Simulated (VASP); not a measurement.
**Ti: single point with r2SCAN**

Crystal: Ti.

```
CELL_PARAMETERS angstrom
2.95000 0.00000 0.00000
-1.47500 2.55477 0.00000
0.00000 0.00000 4.68000
ATOMIC_POSITIONS crystal
Ti 0.33333 0.66667 0.25000
Ti 0.66667 0.33333 0.75000
```

```
Program             : VASP 6.6.1
Task                : single point
Functional          : r2SCAN
Potentials or basis : VASP PAW PBE potentials, release 64 (Ti_sv)
Cutoff              : 520 eV
k mesh              : 13 × 13 × 7
Occupations         : methfessel-paxton, width 0.1 eV
Spin                : no spin polarisation
```

The pressure is -1.8 GPa and the band gap on the k mesh is zero (band 12 reaches 9.10 eV, above the bottom of band 13 at 7.86 eV).

Stress tensor (GPa, compression positive):
```
-1.61  0.00  0.00
 0.00 -1.61  0.00
 0.00  0.00 -2.15
```

Levels at points of the mesh, in eV from the Fermi level:
| k point | band 9 | band 10 | band 11 | band 12 | band 13 | band 14 | band 15 | band 16 |
| --- | --- | --- | --- | --- | --- | --- | --- | --- |
| (0.00, 0.00, 0.00) | -6.59 | -2.84 | 0.49 | 0.85 | 0.85 | 0.93 | 1.36 | 1.36 |

Wall time 79 s on 1 thread of Intel(R) Xeon(R) 6975P-C (Granite Rapids), on a shared host, peak memory 0.18 GiB.

Caveat: the PAW data sets were made with another functional, which shifts forces and pressure a little.
